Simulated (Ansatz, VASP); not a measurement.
## Two plane-wave programs on Mn

The input INCAR:

```
PREC = Accurate ; ENCUT = 520
EDIFF = 1E-6 ; ISMEAR = -1
SIGMA = 0.1 ; LREAL = False
LASPH = True ; NELM = 80
ALGO = Normal ; ISIF = 2
LWAVE = False ; LCHARG = False
GGA = B5 ; ALDAX = 1.0
AGGAX = 1.0 ; AGGAC = 1.0
ALDAC = 0.0 ; NBANDS = 26
```

File KPOINTS:

```
regular mesh
0
Gamma
  10 10 14
```

POSCAR

```
Mn
1.0
    3.9991594524      0.0000000000      0.0000000000
   -1.9995797262      3.4633736796      0.0000000000
    0.0000000000      0.0000000000      2.5216525173
Mn
3
Direct
    1.0000000000      0.0000000000      0.0000000000
    0.3333333333      0.6666666667      0.5000000000
    0.6666666667      0.3333333333      0.5000000000
```

Input for Ansatz:

```yaml
crystal:
  lattice:
    - [3.9991594524, 0.0, 0.0]
    - [-1.9995797262, 3.4633736796, 0.0]
    - [0.0, 0.0, 2.5216525173]
  atoms:
    - { symbol: Mn, position: [1.0, 0.0, 0.0] }
    - { symbol: Mn, position: [0.3333333333, 0.6666666667, 0.5] }
    - { symbol: Mn, position: [0.6666666667, 0.3333333333, 0.5] }
hamiltonian:
  xc: blyp
  pseudopotentials:
    kind: paw
    azcp:
      Mn: "pseudopotentials/Mn.paw.azcp"
basis:
  ecutwfc: 420
  fft_grid_basis: typed
kpoints:
  mp_grid: { grid: [10, 10, 14], shift: [0, 0, 0] }
magnetization:
  spin_polarized: false
scf:
  occupations: { method: fermi_dirac, width: 0.1 }
  lower_state_search: "off"
output:
  stress: true
  write_density: true
  write_potential: true
  elf: true
  volumetric_format: npy
```

Alike in both runs: task single point; functional BLYP; k mesh 10 × 10 × 14; occupations fermi-dirac, width 0.1 eV; no spin polarisation.

|  | VASP | Ansatz |
| --- | --- | --- |
| version | VASP 6.6.1 | Ansatz 0.2.0 |
| potentials or method | VASP PAW PBE potentials, release 64 (Mn_pv), cutoff 520 eV | plane waves (420 eV) with PAW, scalar-relativistic |
| valence electrons in the cell | 39 | 45 |

```csv
,VASP,Ansatz,Ansatz less VASP
pressure (GPa),-8.6,-8.9,-0.31
"traceless stress, the component that is largest in VASP (GPa)",0.37,0.43,+0.067
```

VASP's potentials were made for PBE, not for BLYP. VASP's potentials hold 39 valence electrons a cell and Ansatz's 45, so a difference there can come from the potentials and not from the codes.
